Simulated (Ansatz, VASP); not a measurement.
## Two plane-wave programs on Ir

```
Ir
1.0
     0.00000    1.90545    1.90545
     1.90545    0.00000    1.90545
     1.90545    1.90545    0.00000
Ir
1
Cartesian
  0.0000 0.0000 0.0000
```

Alike in both runs: functional LDA; k mesh 18 × 18 × 18; occupations gaussian, width 0.1 eV; no spin polarisation.

Ansatz relaxed the structure, and its values are those at the end. VASP's run is a single point on that final structure, the one shown.

|  | VASP | Ansatz |
| --- | --- | --- |
| version | VASP 6.6.1 | Ansatz 0.2.0 |
| potentials or method | VASP PAW LDA potentials, release 64 (Ir), cutoff 520 eV | scalar-relativistic, plane waves, PAW |
| valence electrons in the cell | 9 | 17 |

Ansatz gave:

```
gap on the k mesh at the Fermi level (eV) : none
pressure (GPa)                            : 0.0
```

Task: What did VASP give for the same quantities?

Result: gap on the k mesh at the Fermi level (eV): none; pressure (GPa): 2.6.

LDA's correlation is that of Perdew and Zunger in VASP and of Perdew and Wang (1992) in Ansatz. A gap of «none» marks a metal or a gap that the smearing closes. VASP's potentials hold 9 valence electrons a cell and Ansatz's 17, so a difference there can come from the potentials and not from the codes.

Neither program's run includes spin-orbit coupling.
